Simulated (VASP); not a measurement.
# As (Pm-3m) in VASP: further runs

As is run at these levels: PBE, r2SCAN; tasks: single point.

Program: VASP 6.6.1. These are calculated values, not measurements. Logs are shortened: lines on timing, memory, paths and dates and some standing lists are left out, and cuts for length are marked.

### 1 The cell of the first run

It takes space group Pm-3m (No. 221, cubic). Conventional cell: a = 2.704 Å, b = 2.704 Å, c = 2.704 Å, α = 90.00°, β = 90.00°, γ = 90.00°. As (site symmetry m-3m) has 6 As at 2.70 Å within 3.6 Å.

### 2 Single point, PBE (strained)

File INCAR:

```
PREC = Accurate
ENCUT = 520
EDIFF = 1E-7
ISMEAR = 0
SIGMA = 0.1
LREAL = False
LASPH = True
NELM = 100
ALGO = Normal
ISIF = 2
LWAVE = False
LCHARG = False
GGA = PE
NBANDS = 8
```

File KPOINTS:

```
Automatic mesh
0
Gamma
  16 16 16
```

File POSCAR:

```
As
1.0
    2.7043035912      0.0000000000      0.0000000000
    0.0000000000      2.7043035912      0.0000000000
    0.0000000000      0.0000000000      2.7043035912
As
1
Direct
    0.5000000000      0.5000000000      0.5000000000
```

Potentials or basis: VASP PAW PBE potentials, release 64 (As).

Launch:

```bash
$ cat potpaw_PBE.64/As/POTCAR > POTCAR
$ mpirun -np 1 vasp_std > vasp.out
```

OUTCAR:

```text
PREC = Accurate
   ENCUT = 520
   EDIFF = 1E-7
   ISMEAR = 0
   LREAL = False
   LASPH = True
   NELM = 100
   ISIF = 2
   GGA = PE

 ion  position               nearest neighbor table
   1  0.500  0.500  0.500-

  LATTYP: Found a simple cubic cell.
 ALAT       =     2.7043035912

  Lattice vectors:

 A1 = (   2.7043035912,   0.0000000000,   0.0000000000)
 A2 = (   0.0000000000,   2.7043035912,   0.0000000000)
 A3 = (   0.0000000000,   0.0000000000,   2.7043035912)

Analysis of symmetry for initial positions (statically):
=====================================================================
 Subroutine PRICEL returns:
 Original cell was already a primitive cell.

 Routine SETGRP: Setting up the symmetry group for a
 simple cubic supercell.

 Subroutine GETGRP returns: Found 48 space group operations
 (whereof 48 operations were pure point group operations)
 out of a pool of 48 trial point group operations.

The static configuration has the point symmetry O_h .

Analysis of symmetry for dynamics (positions and initial velocities):
=====================================================================
 Subroutine PRICEL returns:
 Original cell was already a primitive cell.

 Routine SETGRP: Setting up the symmetry group for a
 simple cubic supercell.

 Subroutine GETGRP returns: Found 48 space group operations
 (whereof 48 operations were pure point group operations)
 out of a pool of 48 trial point group operations.

The dynamic configuration has the point symmetry O_h .

 Subroutine INISYM returns: Found 48 space group operations
 (whereof 48 operations are pure point group operations),
 and found     1 'primitive' translations

----------------------------------------------------------------------------------------

                                     Primitive cell

  volume of cell :      19.7773

  direct lattice vectors                    reciprocal lattice vectors
     2.704303591  0.000000000  0.000000000     0.369780968  0.000000000  0.000000000
     0.000000000  2.704303591  0.000000000     0.000000000  0.369780968  0.000000000
     0.000000000  0.000000000  2.704303591     0.000000000  0.000000000  0.369780968

  length of vectors
     2.704303591  2.704303591  2.704303591     0.369780968  0.369780968  0.369780968

  position of ions in fractional coordinates (direct lattice)
     0.500000000  0.500000000  0.500000000

  ion indices of the primitive-cell ions
   primitive index   ion index
                 1           1

----------------------------------------------------------------------------------------

 KPOINTS: Automatic mesh

Automatic generation of k-mesh.
 Grid dimensions read from file:
 generate k-points for:   16   16   16

 Generating k-lattice:

  Cartesian coordinates                     Fractional coordinates (reciprocal lattice)
     0.023111311  0.000000000  0.000000000     0.062500000  0.000000000  0.000000000
     0.000000000  0.023111311  0.000000000     0.000000000  0.062500000  0.000000000
     0.000000000  0.000000000  0.023111311     0.000000000  0.000000000  0.062500000

  Length of vectors
     0.023111311  0.023111311  0.023111311

  Shift w.r.t. Gamma in fractional coordinates (k-lattice)
     0.000000000  0.000000000  0.000000000

 Subroutine IBZKPT returns following result:
 ===========================================

 Found    165 irreducible k-points:

 Following reciprocal coordinates:
            Coordinates               Weight
  0.000000  0.000000  0.000000      1.000000
  0.062500  0.000000  0.000000      6.000000
  0.125000  0.000000  0.000000      6.000000
  0.187500  0.000000  0.000000      6.000000
  0.250000  0.000000  0.000000      6.000000
  0.312500  0.000000  0.000000      6.000000
[... 16 lines left out ...]
  0.437500  0.125000  0.000000     24.000000
  0.500000  0.125000  0.000000     12.000000
 [... further k-points ...]
   k-points           NKPTS =    165   k-points in BZ     NKDIM =    165   number of bands    NBANDS=      8
   number of dos      NEDOS =    301   number of ions     NIONS =      1
   total plane-waves  NPLWV =   8000
   dimension x,y,z NGX =    20 NGY =   20 NGZ =   20
   dimension x,y,z NGXF=    40 NGYF=   40 NGZF=   40
   ions per type =               1
   NGX,Y,Z   is equivalent  to a cutoff of  12.29, 12.29, 12.29 a.u.
   NGXF,Y,Z  is equivalent  to a cutoff of  24.59, 24.59, 24.59 a.u.
 SYSTEM =  unknown system
   PREC   = accura    normal or accurate (medium, high low for compatibility)
   ISTART =      0    job   : 0-new  1-cont  2-samecut
   ICHARG =      2    charge: 1-file 2-atom 10-const
   ISPIN  =      1    spin polarized calculation?
   LNONCOLLINEAR =      F non collinear calculations
   LSORBIT =      F    spin-orbit coupling
   LASPH  =      T    aspherical Exc in radial PAW
   ENCUT  =  520.0 eV  38.22 Ry    6.18 a.u.   5.03  5.03  5.03*2*pi/ulx,y,z
   NELM   =    100;   NELMIN=  2; NELMDL= -5     # of ELM steps
   EDIFF  = 0.1E-06   stopping-criterion for ELM
   LREAL  =      F    real-space projection
   EDIFFG = 0.1E-05   stopping-criterion for IOM
   NSW    =      0    number of steps for IOM
   IBRION =     -1    ionic relax: 0-MD 1-quasi-New 2-CG
   NFREE  =      0    steps in history (QN), initial steepest desc. (CG)
   ISIF   =      2    stress and relaxation
   ISYM   =      2    0-nonsym 1-usesym 2-fastsym
   POTIM  = 0.5000    time-step for ionic-motion
   TEBEG  =    0.0;   TEEND  =   0.0 temperature during run
   PSTRESS=    0.0 pullay stress
   NELECT =       5.0000    total number of electrons
   NUPDOWN=      -1.0000    fix difference up-down
   EMIN   =  10.00;   EMAX   =-10.00  energy-range for DOS
   EFERMI =   0.00;   METHOD = LEGACY
   ISMEAR =     0;   SIGMA  =   0.10  broadening in eV -4-tet -1-fermi 0-gaus
   EFERMI_NEDOS =   21; number of points for ismear=-14 and -15
   IALGO  =     38    algorithm
   IMIX   =      4    mixing-type and parameters
     AMIX     =   0.40;   BMIX     =  1.00
     AMIX_MAG =   1.60;   BMIX_MAG =  1.00
  volume/ion in A,a.u.               =      19.78       133.46
  Fermi-wavevector in a.u.,A,eV,Ry     =   1.035165  1.956177 14.579535  1.071566
  Thomas-Fermi vector in A             =   2.169495
   LORBIT       =      0    0 simple, 1 ext, 2 COOP (PROOUT), +10 PAW based schemes
   GGA     = PE    functional components
   LHFCALC =     F    Hartree Fock is set to
   AEXX    =    0.0000 exact exchange contribution
   IVDW    =     0    specifies the selected vdW correction
   LEPSILON=     F    determine dielectric tensor
   LRPA    =     F    only Hartree local field effects (RPA)
 non-spin polarized calculation
 Gauss-broadening in eV      SIGMA  =   0.10
  energy-cutoff  :      520.00
  volume of cell :       19.78
 maximum number of plane-waves:       554
   NGX = 11   NGY = 11   NGZ = 11

 number of electron       5.0000001 magnetization

 Free energy of the ion-electron system (eV)
  ---------------------------------------------------
  ext. energy  EPLUGINS =         0.00000000
  ---------------------------------------------------
  free energy    TOTEN  =        -4.55494828 eV

  energy without entropy =       -4.55385472  energy(sigma->0) =       -4.55440150

 E-fermi :   5.9440     XC(G=0): -10.4322

 val. band max:        5.9395133526   @ k =   0.1875   0.1875   0.1250
 cond. band min:       6.0700255629   @ k =   0.4375   0.2500   0.0000
 fundamental gap:      0.1305122103
 Fermi energy:         5.9440043683

 k-point     1 :       0.0000    0.0000    0.0000
  band No.  band energies     occupation
      1      -9.0485      2.00000
      2      10.0785      0.00000
      3      10.0785      0.00000
      4      10.0785      0.00000
      5      14.4224      0.00000
      6      14.4224      0.00000
      7      16.4751      0.00000
      8      30.8308      0.00000

 k-point     2 :       0.0625    0.0000    0.0000
  band No.  band energies     occupation
      1      -8.9765      2.00000
      2       9.1025      0.00000
      3      10.1422      0.00000
      4      10.1422      0.00000
      5      14.4868      0.00000
      6      15.1488      0.00000
      7      16.9161      0.00000
      8      29.6013      0.00000

 k-point     3 :       0.1250    0.0000    0.0000
  band No.  band energies     occupation
      1      -8.7619      2.00000
      2       7.2684      0.00000
      3      10.3297      0.00000
      4      10.3297      0.00000
      5      14.6784      0.00000
      6      15.8808      0.00000
      7      18.5787      0.00000
      8      27.7371      0.00000

 k-point     4 :       0.1875    0.0000    0.0000
  band No.  band energies     occupation
      1      -8.4094      2.00000
      2       5.3417      2.00000
      3      10.6302      0.00000
      4      10.6302      0.00000
      5      14.9914      0.00000
      6      16.3703      0.00000
      7      20.8790      0.00000
      8      25.9300      0.00000

 k-point     5 :       0.2500    0.0000    0.0000
  band No.  band energies     occupation
      1      -7.9299      2.00000
      2       3.5086      2.00000
      3      11.0222      0.00000
      4      11.0222      0.00000
      5      15.4134      0.00000
      6      16.9137      0.00000
      7      23.0152      0.00000
      8      24.2813      0.00000
[... 177 lines left out ...]
 k-point    22 :       0.3750    0.1250    0.0000
  band No.  band energies     occupation
      1      -6.4252      2.00000
      2       0.7024      2.00000
      3       9.3053      0.00000
      4      12.1521      0.00000
      5      17.0743      0.00000
      6      17.8795      0.00000
      7      21.1697      0.00000
      8      21.9557      0.00000

 k-point    23 :       0.4375    0.1250    0.0000
  band No.  band energies     occupation
      1      -5.8646      2.00000
      2      -0.3296      2.00000
      3       9.7141      0.00000
      4      12.4868      0.00000
      5      16.5338      0.00000
      6      18.2588      0.00000
      7      21.1977      0.00000
      8      21.4829      0.00000

 k-point    24 :       0.5000    0.1250    0.0000
  band No.  band energies     occupation
      1      -5.6201      2.00000
      2      -0.7318      2.00000
      3       9.8774      0.00000
      4      12.6151      0.00000
      5      16.2727      0.00000
      6      18.5058      0.00000
      7      20.9280      0.00000
      8      21.5274      0.00000

 [... further k-points ...]
[... 5 lines left out ...]
  --------------------------------------------------------------------------------------
  -------------------------------------------------------------------------------------
  Total        0.2998904      0.2998904      0.2998904      0.0000000      0.0000000     -0.0000000
  in kB       24.2944319     24.2944319     24.2944319      0.0000000      0.0000000     -0.0000000
  external PRESSURE =      24.2944319 kB  Pullay stress =       0.0000000 kB

 VOLUME and BASIS-vectors are now :
 -----------------------------------------------------------------------------
  energy-cutoff  :      520.00
  volume of cell :       19.78
      direct lattice vectors                 reciprocal lattice vectors
     2.704303591  0.000000000  0.000000000     0.369780968  0.000000000  0.000000000
     0.000000000  2.704303591  0.000000000     0.000000000  0.369780968  0.000000000
     0.000000000  0.000000000  2.704303591     0.000000000  0.000000000  0.369780968

 POSITION                                       TOTAL-FORCE (eV/Angst)
 -----------------------------------------------------------------------------------
      1.35215      1.35215      1.35215         0.000000      0.000000      0.000000
 -----------------------------------------------------------------------------------
    total drift:                                0.000000     -0.000000      0.000000

  FREE ENERGIE OF THE ION-ELECTRON SYSTEM (eV)
  ---------------------------------------------------
  free  energy   TOTEN  =        -4.5549482837 eV

  energy  without entropy=       -4.5538547169  energy(sigma->0) =       -4.55440150
```

Wall time 12 s (1 thread of Intel Xeon Platinum 8488C (Sapphire Rapids), shared host); peak memory 0.14 GiB.

What came out:

* Free energy: -4.5549 eV
* Pressure: 2.4 GPa

Caveat: the cell differs from its parent crystal (strained).

### 3 Single point, PBE (strained)

File INCAR:

```
SYSTEM = As
ALGO = Normal
EDIFF = 1E-6
ENCUT = 520
GGA = PE
ISIF = 2
ISMEAR = 0
LASPH = .True.
LCHARG = .True.
LELF = .True.
LREAL = .False.
LVHAR = .True.
LWAVE = .False.
NBANDS = 8
NELM = 100
PREC = Accurate
SIGMA = 0.1
```

File KPOINTS:

```
k-points
0
Gamma
  16 16 16
  0 0 0
```

File POSCAR:

```
As
1.0
    2.8157223159      0.0000000000      0.0000000000
    0.0000000000      2.8157223159      0.0000000000
    0.0000000000      0.0000000000      2.8157223159
As
1
Direct
    0.5000000000      0.5000000000      0.5000000000
```

Potentials or basis: VASP PAW PBE potentials, release 64 (As).

Launch:

```bash
$ cat potpaw_PBE.64/As/POTCAR > POTCAR
$ mpirun -np 1 vasp_std > vasp.out
```

Wall time 13 s (1 thread of Intel Xeon Platinum 8488C (Sapphire Rapids), shared host); peak memory 0.15 GiB.

The run converged. Its results:

* Free energy: -4.5189 eV
* Pressure: -6.0 GPa

Levels at points of the mesh, in eV from the Fermi level:
| k point | band 1 | band 2 | band 3 | band 4 | band 5 | band 6 |
| --- | --- | --- | --- | --- | --- | --- |
| (0.00, 0.00, 0.00) | -13.96 | 3.68 | 3.68 | 3.68 | 8.38 | 8.38 |
| (0.50, 0.00, 0.00) | -11.33 | -6.02 | 5.57 | 5.57 | 10.78 | 13.39 |
| (0.50, 0.50, 0.00) | -8.64 | -3.71 | -3.71 | 3.01 | 7.32 | 15.12 |
| (0.50, 0.50, 0.50) | -5.76 | -1.62 | -1.62 | -1.62 | 6.12 | 6.12 |

Caveat: the cell differs from its parent crystal (strained).

### 4 Single point, r2SCAN (functional r2SCAN, strained)

File POSCAR:

```
As
1.0
    2.6002388809      0.0000000000      0.0000000000
    0.0000000000      2.6002388809      0.0000000000
    0.0000000000      0.0000000000      2.6002388809
As
1
Direct
    0.5000000000      0.5000000000      0.5000000000
```

File INCAR.step1:

```
ALGO = Normal
EDIFF = 1E-4
ENCUT = 520
GGA = PE
ISMEAR = 0
LASPH = T
LCHARG = F
LREAL = F
LWAVE = T
NBANDS = 8
NELM = 80
PREC = Accurate
SIGMA = 0.1
```

File INCAR.step2:

```
ALGO = Normal
EDIFF = 1E-6
ENCUT = 520
ISIF = 2
ISMEAR = 0
ISTART = 1
LASPH = T
LCHARG = F
LMIXTAU = T
LREAL = F
LWAVE = F
METAGGA = R2SCAN
NBANDS = 8
NELM = 80
PREC = Accurate
SIGMA = 0.1
```

File KPOINTS:

```
k-points
0
Gamma
  16 16 16
```

Launch:

```bash
$ cat potpaw_PBE.64/As/POTCAR > POTCAR
$ cp INCAR.step1 INCAR
$ mpirun -np 1 vasp_std > vasp.out
$ cp INCAR.step2 INCAR
$ mpirun -np 1 vasp_std > vasp.out
```

Run time: 38 s. Hardware: 1 thread of Intel Xeon Platinum 8488C (Sapphire Rapids), shared host; peak memory 0.14 GiB.

The run converged. Its results:

```yaml
Free_energy: -14.4686 eV
Pressure: 13.5 GPa
```

Levels at points of the mesh, in eV from the Fermi level:
| k point | band 1 | band 2 | band 3 | band 4 | band 5 | band 6 |
| --- | --- | --- | --- | --- | --- | --- |
| (0.00, 0.00, 0.00) | -16.98 | 4.72 | 4.72 | 4.72 | 8.87 | 8.87 |
| (0.50, 0.00, 0.00) | -13.11 | -8.40 | 7.62 | 7.62 | 11.85 | 15.75 |
| (0.50, 0.50, 0.00) | -8.93 | -5.30 | -5.30 | 2.21 | 10.45 | 18.63 |
| (0.50, 0.50, 0.50) | -4.06 | -2.40 | -2.40 | -2.40 | 6.01 | 6.01 |

Caveat: the cell differs from its parent crystal (functional r2SCAN, strained); the PAW data sets were made with another functional, which shifts forces and pressure a little.

### 5 Single point, PBE (strained)

File INCAR:

```
ALGO = Normal
EDIFF = 1E-6
ENCUT = 520
GGA = PE
ISIF = 2
ISMEAR = 0
LASPH = True
LCHARG = True
LELF = True
LREAL = False
LVHAR = True
LWAVE = False
NBANDS = 8
NELM = 60
PREC = Accurate
SIGMA = 0.1
```

KPOINTS is that of step 4.

File POSCAR:

```
As
1.0
    2.7266630392      0.0000000000      0.0000000000
    0.0000000000      2.7266630392      0.0000000000
    0.0000000000      0.0000000000      2.7266630392
As
1
Direct
    0.5000000000      0.5000000000      0.5000000000
```

Launch:

```bash
$ cat potpaw_PBE.64/As/POTCAR > POTCAR
$ mpirun -np 1 vasp_std > vasp.out
```

Run time: 7.6 s. Hardware: 1 thread of AMD EPYC 9R45 (Zen 5), shared host; peak memory 0.11 GiB.

It converged, with:

- Free energy: -4.5591 eV
- Pressure: 0.3 GPa

Levels at points of the mesh, in eV from the Fermi level:
```tsv
k point	band 1	band 2	band 3	band 4	band 5	band 6	band 7
(0.00, 0.00, 0.00)	-14.78	4.04	4.04	4.04	8.45	8.45	10.31
(0.50, 0.00, 0.00)	-11.74	-6.75	6.24	6.24	11.07	13.95	14.47
(0.50, 0.50, 0.00)	-8.59	-4.16	-4.16	2.60	8.31	16.15	17.25
(0.50, 0.50, 0.50)	-5.13	-1.80	-1.80	-1.80	5.96	5.96	5.96
```

Caveat: the cell differs from its parent crystal (strained).

### 6 Summary

```tsv
level	cell	gap on the mesh (eV)	pressure (GPa)
PBE	a = 2.704 Å, 1 atom	none	2.4
PBE	a = 2.816 Å, 1 atom	none	-6.0
r2SCAN	a = 2.600 Å, 1 atom	none	13.5
PBE	a = 2.727 Å, 1 atom	none	0.3
```

Alike in all rows: task single point; potentials or basis VASP PAW PBE potentials, release 64 (As); no spin polarisation; k mesh 16 × 16 × 16; cutoff (eV) 520; smearing gaussian 0.1 eV.

Caveats: the PAW data sets were made with another functional, which shifts forces and pressure a little (some runs).

Absolute energies hang on the potentials; compare differences alone.
